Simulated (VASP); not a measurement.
Input of a VASP 6.6.1 run:

The input POSCAR:

```
GaAs
1.0
    0.0000000000      2.3212092111      2.3212092111
    2.3212092111      0.0000000000      2.3212092111
    2.3212092111      2.3212092111      0.0000000000
Ga As
1 1
Direct
    0.0000000000      0.0000000000      0.0000000000
    0.2500000000      0.2500000000      0.2500000000
```

Contents of INCAR.step1:

```
PREC     = Accurate       # precision mode
ENCUT    = 520            # plane-wave cutoff, eV
ISMEAR   = -1             # smearing method
SIGMA    = 0.08           # smearing width, eV
LREAL    = False          # projectors in reciprocal space
LASPH    = True           # aspherical terms in the spheres
NELM     = 100            # most SCF steps
NBANDS   = 16             # bands
GGA      = PE             # functional
ALGO     = Normal         # electronic algorithm
EDIFF    = 1E-4           # SCF threshold, eV
LWAVE    = True           # write WAVECAR
LCHARG   = False          # write CHGCAR
```

Contents of INCAR.step2:

```
PREC     = Accurate       # precision mode
ENCUT    = 520            # plane-wave cutoff, eV
EDIFF    = 1E-6           # SCF threshold, eV
ISMEAR   = -1             # smearing method
SIGMA    = 0.08           # smearing width, eV
LREAL    = False          # projectors in reciprocal space
LASPH    = True           # aspherical terms in the spheres
NELM     = 100            # most SCF steps
ALGO     = Normal         # electronic algorithm
ISIF     = 2              # what is computed and relaxed
LWAVE    = False          # write WAVECAR
LCHARG   = True           # write CHGCAR
METAGGA  = R2SCAN         # meta-GGA
LMIXTAU  = True         
LELF     = True           # ELF
LVHAR    = True         
NBANDS   = 16             # bands
ISTART   = 1
```

Contents of KPOINTS:

```
regular mesh
0
Gamma
  11 11 11
```

Potentials or basis: VASP PAW PBE potentials, release 64 (Ga_d, As).

The run is started by

```sh
$ cat potpaw_PBE.64/Ga_d/POTCAR potpaw_PBE.64/As/POTCAR > POTCAR
$ cp INCAR.step1 INCAR
$ mpirun -np 1 vasp_std > vasp.out
$ cp INCAR.step2 INCAR
$ mpirun -np 1 vasp_std > vasp.out
```

(1) Estimate the band gap on the k mesh.

(2) What does it give for the pressure?

Answers

(1) zero (bands 9 and 10 overlap by 0.06 eV).

(2) 161.5 GPa.

Caveat: the cell stands under pressure; semilocal functionals underestimate gaps, and a narrow one can read as zero; the PAW data sets were made with another functional, which shifts forces and pressure a little.
